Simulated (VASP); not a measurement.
**Na: single point with LDA**

Crystal: Na.

```
Na
1.0
    -2.11750    2.11750    2.11750
     2.11750   -2.11750    2.11750
     2.11750    2.11750   -2.11750
Na
1
Direct
  0.00000 0.00000 0.00000
```

```
Program                : VASP 6.6.1
Task                   : single point
Functional             : LDA
Potentials or basis    : VASP PAW LDA potentials, release 64 (Na_pv)
Cutoff                 : 520 eV
k mesh                 : 11 × 11 × 11
Occupations            : fermi-dirac, width 0.03 eV
Spin                   : no spin polarisation
Dipole correction      : no
Further INCAR settings : ALGO = Normal; EDIFF = 1e-07; NBANDS = 10
```

The pressure is -1.0 GPa.

Levels at points of the mesh, in eV from the Fermi level:
```
           k point  band 1  band 2  band 3  band 4  band 5  band 6  band 7  band 8
(0.00, 0.00, 0.00)  -24.97  -24.97  -24.97   -3.24   11.48   11.48   11.48   12.57
```

Wall time 9.7 s on 1 thread of Intel Xeon 6975P-C (shared host), peak memory 0.14 GiB.
